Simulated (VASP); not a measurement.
# ZnS (R3m) in VASP: single point with PBEsol

Aim: the single point of ZnS with PBEsol.

All numbers are computed with VASP 6.6.1; they aren't measurements. Logs are shortened: lines on timing, memory, paths and dates and some standing lists are left out, and cuts for length are marked.

## Step 1: The cell of the first run

It takes space group R3m (No. 160, trigonal). The conventional cell has a = 3.808 Å, b = 3.808 Å, c = 37.373 Å, α = 90.00°, β = 90.00°, γ = 120.00°. Zn (site symmetry 3m) has 4 S at 2.33 Å within 3.1 Å. Within 3.1 Å of Zn (site symmetry 3m) lie 4 S at 2.33 Å. Zn (site symmetry 3m) has 4 S at 2.33 to 2.34 Å within 3.1 Å. Within 3.1 Å of Zn (site symmetry 3m) lie 4 S at 2.33 to 2.34 Å. S (site symmetry 3m) has 4 Zn at 2.33 to 2.34 Å within 3.1 Å. Within 3.1 Å of S (site symmetry 3m) lie 4 Zn at 2.33 to 2.34 Å. S (site symmetry 3m) has 4 Zn at 2.33 Å within 3.1 Å. Within 3.1 Å of S (site symmetry 3m) lie 4 Zn at 2.33 Å.

## Step 2: Single point, PBEsol

File INCAR:

```
SYSTEM = ZnS
ALGO     = Normal         ! electronic algorithm
EDIFF    = 1E-6           ! SCF threshold, eV
ENCUT    = 520            ! plane-wave cutoff, eV
GGA      = PS             ! functional
ISIF     = 2              ! what is computed and relaxed
ISMEAR   = -1             ! smearing method
LASPH    = .TRUE.         ! aspherical terms in the spheres
LCHARG   = .FALSE.        ! write CHGCAR
LREAL    = .FALSE.        ! projectors in reciprocal space
LWAVE    = .FALSE.        ! write WAVECAR
NBANDS   = 46             ! bands
NELM     = 100            ! most SCF steps
PREC     = Accurate       ! precision mode
SIGMA    = 0.02           ! smearing width, eV
```

File KPOINTS:

```
k-points
0
G
  6 6 6
  0 0 0
```

File POSCAR:

```
ZnS
1.0
    1.9040021700      1.0992761700     12.4576209600
   -1.9040021700      1.0992761700     12.4576209600
    0.0000000000     -2.1985523400     12.4576209600
Zn S
4 4
Direct
    0.5833499500      0.5833499500      0.5833499500
    0.9999479000      0.9999479000      0.9999479000
    0.4166097700      0.4166097700      0.4166097700
    0.1666666667      0.1666666667      0.1666666667
    0.3540826500      0.3540826500      0.3540826500
    0.1041633400      0.1041633400      0.1041633400
    0.5209004700      0.5209004700      0.5209004700
    0.9374947100      0.9374947100      0.9374947100
```

Potentials or basis: VASP PAW PBE potentials, release 64 (Zn, S).

Run with:

```console
> cat potpaw_PBE.64/Zn/POTCAR potpaw_PBE.64/S/POTCAR > POTCAR
> mpirun -np 1 vasp_std > vasp.out
```

OUTCAR:

```text
SYSTEM = ZnS
   EDIFF = 1E-6
   ENCUT = 520
   GGA = PS
   ISIF = 2
   ISMEAR = -1
   LASPH = .TRUE.
   LREAL = .FALSE.
   NELM = 100
   PREC = Accurate

 ion  position               nearest neighbor table
   1  0.583  0.583  0.583-   8 2.33   8 2.33   8 2.33   7 2.33
   2  1.000  1.000  1.000-   5 2.33   5 2.33   5 2.33   8 2.33
   3  0.417  0.417  0.417-   6 2.33   6 2.33   6 2.33   5 2.34
   4  0.167  0.167  0.167-   7 2.33   7 2.33   7 2.33   6 2.34
   5  0.354  0.354  0.354-   2 2.33   2 2.33   2 2.33   3 2.34
   6  0.104  0.104  0.104-   3 2.33   3 2.33   3 2.33   4 2.34
   7  0.521  0.521  0.521-   4 2.33   4 2.33   4 2.33   1 2.33
   8  0.937  0.937  0.937-   1 2.33   1 2.33   1 2.33   2 2.33

  LATTYP: Found a trigonal (rhomboedric) cell.
 ALAT       =    12.6501364556
 COS(alpha) =     0.9546920455

  Lattice vectors:

 A1 = (   1.9040021700,   1.0992761700,  12.4576209600)
 A2 = (  -1.9040021700,   1.0992761700,  12.4576209600)
 A3 = (   0.0000000000,  -2.1985523400,  12.4576209600)

Analysis of symmetry for initial positions (statically):
=====================================================================
 Subroutine PRICEL returns:
 Original cell was already a primitive cell.

 Routine SETGRP: Setting up the symmetry group for a
 trigonal (rhombohedral) supercell.

 Subroutine GETGRP returns: Found  6 space group operations
 (whereof  6 operations were pure point group operations)
 out of a pool of 12 trial point group operations.

The static configuration has the point symmetry C_3v.

Analysis of symmetry for dynamics (positions and initial velocities):
=====================================================================
 Subroutine PRICEL returns:
 Original cell was already a primitive cell.

 Routine SETGRP: Setting up the symmetry group for a
 trigonal (rhombohedral) supercell.

 Subroutine GETGRP returns: Found  6 space group operations
 (whereof  6 operations were pure point group operations)
 out of a pool of 12 trial point group operations.

The dynamic configuration has the point symmetry C_3v.

 Subroutine INISYM returns: Found  6 space group operations
 (whereof  6 operations are pure point group operations),
 and found     1 'primitive' translations

----------------------------------------------------------------------------------------

                                     Primitive cell

  volume of cell :     156.4446

  direct lattice vectors                    reciprocal lattice vectors
     1.904002170  1.099276170 12.457620960     0.262604743  0.151614918  0.026757383
    -1.904002170  1.099276170 12.457620960    -0.262604743  0.151614918  0.026757383
     0.000000000 -2.198552340 12.457620960     0.000000000 -0.303229837  0.026757383

  length of vectors
    12.650136456 12.650136456 12.650136457     0.304408101  0.304408101  0.304408100

  position of ions in fractional coordinates (direct lattice)
     0.583349950  0.583349950  0.583349950
     0.999947900  0.999947900  0.999947900
     0.416609770  0.416609770  0.416609770
     0.166666667  0.166666667  0.166666667
     0.354082650  0.354082650  0.354082650
     0.104163340  0.104163340  0.104163340
     0.520900470  0.520900470  0.520900470
     0.937494710  0.937494710  0.937494710

  ion indices of the primitive-cell ions
   primitive index   ion index
                 1           1
                 2           2
                 3           3
                 4           4
                 5           5
                 6           6
                 7           7
                 8           8

----------------------------------------------------------------------------------------

 KPOINTS: k-points

Automatic generation of k-mesh.
 Grid dimensions read from file:
 generate k-points for:    6    6    6

 Generating k-lattice:

  Cartesian coordinates                     Fractional coordinates (reciprocal lattice)
     0.043767457  0.025269153  0.004459564     0.166666667  0.000000000 -0.000000000
    -0.043767457  0.025269153  0.004459564     0.000000000  0.166666667 -0.000000000
     0.000000000 -0.050538306  0.004459564    -0.000000000 -0.000000000  0.166666667

  Length of vectors
     0.050734683  0.050734683  0.050734683

  Shift w.r.t. Gamma in fractional coordinates (k-lattice)
     0.000000000  0.000000000  0.000000000

 Subroutine IBZKPT returns following result:
 ===========================================

 Found     32 irreducible k-points:

 Following reciprocal coordinates:
            Coordinates               Weight
  0.000000  0.000000  0.000000      1.000000
  0.166667  0.000000  0.000000      6.000000
  0.333333  0.000000  0.000000      6.000000
  0.500000  0.000000  0.000000      3.000000
  0.166667  0.166667  0.000000      6.000000
  0.333333  0.166667  0.000000     12.000000
[... 16 lines left out ...]
  0.500000  0.500000  0.166667      6.000000
 -0.333333  0.500000  0.166667     12.000000
 [... further k-points ...]
   k-points           NKPTS =     32   k-points in BZ     NKDIM =     32   number of bands    NBANDS=     46
   number of dos      NEDOS =    301   number of ions     NIONS =      8
   total plane-waves  NPLWV = 884736
   dimension x,y,z NGX =    96 NGY =   96 NGZ =   96
   dimension x,y,z NGXF=   192 NGYF=  192 NGZF=  192
   ions per type =               4   4
   NGX,Y,Z   is equivalent  to a cutoff of  12.62, 12.62, 12.62 a.u.
   NGXF,Y,Z  is equivalent  to a cutoff of  25.23, 25.23, 25.23 a.u.
 SYSTEM =  ZnS
   PREC   = accura    normal or accurate (medium, high low for compatibility)
   ISTART =      0    job   : 0-new  1-cont  2-samecut
   ICHARG =      2    charge: 1-file 2-atom 10-const
   ISPIN  =      1    spin polarized calculation?
   LNONCOLLINEAR =      F non collinear calculations
   LSORBIT =      F    spin-orbit coupling
   LASPH  =      T    aspherical Exc in radial PAW
   ENCUT  =  520.0 eV  38.22 Ry    6.18 a.u.  23.52 23.52 23.52*2*pi/ulx,y,z
   NELM   =    100;   NELMIN=  2; NELMDL= -5     # of ELM steps
   EDIFF  = 0.1E-05   stopping-criterion for ELM
   LREAL  =      F    real-space projection
   EDIFFG = 0.1E-04   stopping-criterion for IOM
   NSW    =      0    number of steps for IOM
   IBRION =     -1    ionic relax: 0-MD 1-quasi-New 2-CG
   NFREE  =      0    steps in history (QN), initial steepest desc. (CG)
   ISIF   =      2    stress and relaxation
   ISYM   =      2    0-nonsym 1-usesym 2-fastsym
   POTIM  = 0.5000    time-step for ionic-motion
   TEBEG  =    0.0;   TEEND  =   0.0 temperature during run
   PSTRESS=    0.0 pullay stress
   NELECT =      72.0000    total number of electrons
   NUPDOWN=      -1.0000    fix difference up-down
   EMIN   =  10.00;   EMAX   =-10.00  energy-range for DOS
   EFERMI =   0.00;   METHOD = LEGACY
   ISMEAR =    -1;   SIGMA  =   0.02  broadening in eV -4-tet -1-fermi 0-gaus
   EFERMI_NEDOS =   21; number of points for ismear=-14 and -15
   IALGO  =     38    algorithm
   IMIX   =      4    mixing-type and parameters
     AMIX     =   0.40;   BMIX     =  1.00
     AMIX_MAG =   1.60;   BMIX_MAG =  1.00
  volume/ion in A,a.u.               =      19.56       131.97
  Fermi-wavevector in a.u.,A,eV,Ry     =   1.263956  2.388531 21.736477  1.597586
  Thomas-Fermi vector in A             =   2.397287
   LORBIT       =      0    0 simple, 1 ext, 2 COOP (PROOUT), +10 PAW based schemes
   GGA     = PS    functional components
   LHFCALC =     F    Hartree Fock is set to
   AEXX    =    0.0000 exact exchange contribution
   IVDW    =     0    specifies the selected vdW correction
   LEPSILON=     F    determine dielectric tensor
   LRPA    =     F    only Hartree local field effects (RPA)
 non-spin polarized calculation
  energy-cutoff  :      520.00
  volume of cell :      156.44
 maximum number of plane-waves:      4247
 NGX is ok and might be reduce to    96
   NGX = 47   NGY = 47   NGZ = 47

 number of electron      71.9999970 magnetization

 Free energy of the ion-electron system (eV)
  ---------------------------------------------------
  ext. energy  EPLUGINS =         0.00000000
  ---------------------------------------------------
  free energy    TOTEN  =       -30.33145460 eV

  energy without entropy =      -30.33145460  energy(sigma->0) =      -30.33145460

 E-fermi :   2.5137     XC(G=0):  -9.8864

 val. band max:        2.1046284847   @ k =   0.0000   0.0000   0.0000
 cond. band min:       4.1556938075   @ k =   0.0000   0.0000   0.0000
 fundamental gap:      2.0510653227
 Fermi energy:         2.5136612352

 k-point     1 :       0.0000    0.0000    0.0000
  band No.  band energies     occupation
      1     -11.1244      2.00000
      2     -10.6868      2.00000
      3     -10.6859      2.00000
      4     -10.1598      2.00000
      5      -4.3058      2.00000
      6      -4.3001      2.00000
[... 38 lines left out ...]
     45       8.8776      0.00000
     46       8.8836      0.00000

 k-point     2 :       0.1667    0.0000    0.0000
  band No.  band energies     occupation
      1     -10.9353      2.00000
      2     -10.5721      2.00000
      3     -10.4919      2.00000
      4     -10.0608      2.00000
      5      -4.3249      2.00000
      6      -4.2979      2.00000
[... 38 lines left out ...]
     45       8.8364      0.00000
     46       8.9029      0.00000

 k-point     3 :       0.3333    0.0000    0.0000
  band No.  band energies     occupation
      1     -10.4773      2.00000
      2     -10.2632      2.00000
      3     -10.1184      2.00000
      4      -9.8871      2.00000
      5      -4.3444      2.00000
      6      -4.3004      2.00000
[... 38 lines left out ...]
     45       9.3239      0.00000
     46       9.6838      0.00000

 k-point     4 :       0.5000    0.0000    0.0000
  band No.  band energies     occupation
      1     -10.1246      2.00000
      2     -10.1158      2.00000
      3      -9.8875      2.00000
      4      -9.8857      2.00000
      5      -4.3380      2.00000
      6      -4.2920      2.00000
[... 920 lines left out ...]
     45       8.9849      0.00000
     46       9.7099      0.00000

 k-point    23 :       0.5000    0.5000    0.1667
  band No.  band energies     occupation
      1     -10.4432      2.00000
      2     -10.3471      2.00000
      3     -10.0326      2.00000
      4      -9.9229      2.00000
      5      -4.3495      2.00000
      6      -4.2876      2.00000
[... 38 lines left out ...]
     45       9.0560      0.00000
     46       9.8578      0.00000

 k-point    24 :      -0.3333    0.5000    0.1667
  band No.  band energies     occupation
      1     -10.1589      2.00000
      2     -10.1005      2.00000
      3      -9.9160      2.00000
      4      -9.8553      2.00000
      5      -4.2772      2.00000
      6      -4.2158      2.00000
[... 38 lines left out ...]
     45       8.9631      0.00000
     46       9.3737      0.00000

 [... further k-points ...]

------------------------ aborting loop because EDIFF is reached ----------------------------------------

  FORCE on cell =-STRESS in cart. coord.  units (eV):
  Direction    XX          YY          ZZ          XY          YZ          ZX
  --------------------------------------------------------------------------------------
  -------------------------------------------------------------------------------------
  Total       -1.1063311     -1.1063311     -1.1029073      0.0000000      0.0000000      0.0000000
  in kB      -11.3301355    -11.3301355    -11.2950714      0.0000000      0.0000000      0.0000000
  external PRESSURE =     -11.3184475 kB  Pullay stress =       0.0000000 kB

 VOLUME and BASIS-vectors are now :
 -----------------------------------------------------------------------------
  energy-cutoff  :      520.00
  volume of cell :      156.44
      direct lattice vectors                 reciprocal lattice vectors
     1.904002170  1.099276170 12.457620960     0.262604743  0.151614918  0.026757383
    -1.904002170  1.099276170 12.457620960    -0.262604743  0.151614918  0.026757383
     0.000000000 -2.198552340 12.457620960     0.000000000 -0.303229837  0.026757383

 POSITION                                       TOTAL-FORCE (eV/Angst)
 -----------------------------------------------------------------------------------
      0.00000      0.00000     21.80146         0.000000      0.000000     -0.002464
      0.00000      0.00000     37.37092         0.000000     -0.000000     -0.012885
      0.00000      0.00000     15.56990         0.000000      0.000000     -0.010490
      0.00000      0.00000      6.22881         0.000000      0.000000      0.005381
      0.00000      0.00000     13.23308         0.000000      0.000000      0.002499
      0.00000      0.00000      3.89288         0.000000      0.000000      0.001328
      0.00000      0.00000     19.46754         0.000000     -0.000000      0.010514
      0.00000      0.00000     35.03686         0.000000      0.000000      0.006117
 -----------------------------------------------------------------------------------
    total drift:                               -0.000000      0.000001      0.000360

  FREE ENERGIE OF THE ION-ELECTRON SYSTEM (eV)
  ---------------------------------------------------
  free  energy   TOTEN  =       -30.3314546049 eV

  energy  without entropy=      -30.3314546049  energy(sigma->0) =      -30.33145460
```

Run time: 67 min. Hardware: 1 thread of Intel Xeon 8259CL, shared host; peak memory 1.5 GiB.

What came out:

```yaml
Free_energy: -30.3315 eV
Pressure: -1.1 GPa
Largest_force: 0.013 eV/Å
Band_gap_on_the_k_mesh: 2.05 eV
```

Forces in eV/Å, atoms in the order of the input:
```
Zn   0.000  0.000 -0.002
Zn   0.000  0.000 -0.013
Zn   0.000  0.000 -0.010
Zn   0.000  0.000  0.005
S    0.000  0.000  0.002
S    0.000  0.000  0.001
S    0.000  0.000  0.011
S    0.000  0.000  0.006
```

Caveat: the PAW data sets were made with another functional, which shifts forces and pressure a little. A k mesh can miss the band edges.
